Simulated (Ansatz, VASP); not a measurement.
# Two plane-wave programs on BAs

```
B As
1.0
     0.00000    2.39187    2.39187
     2.39187    0.00000    2.39187
     2.39187    2.39187    0.00000
B As
1 1
Direct
  0.00000 0.00000 0.00000
  0.25000 0.25000 0.25000
```

Alike in both runs: task single point; functional PBEsol; k mesh 4 × 4 × 4; no spin polarisation.

|  | VASP | Ansatz |
| --- | --- | --- |
| version | VASP 6.6.1 | Ansatz 0.2.0 |
| potentials or method | VASP PAW PBE potentials, release 64 (B, As) | plane waves, PAW |
| plane-wave cutoff (eV) | 500 | 420 |
| occupations | gaussian, width 0.01 eV | fixed |
| valence electrons in the cell | 8 | 18 |

|  | VASP | Ansatz | Ansatz less VASP |
| --- | --- | --- | --- |
| gap on the k mesh at the Fermi level (eV) | 1.30 | 1.30 | +0.008 |

VASP's potentials were made for PBE, not for PBEsol. VASP's potentials hold 8 valence electrons a cell and Ansatz's 18, so a difference there can come from the potentials and not from the codes.

The k mesh is coarse, so the values compare programs but aren't converged.
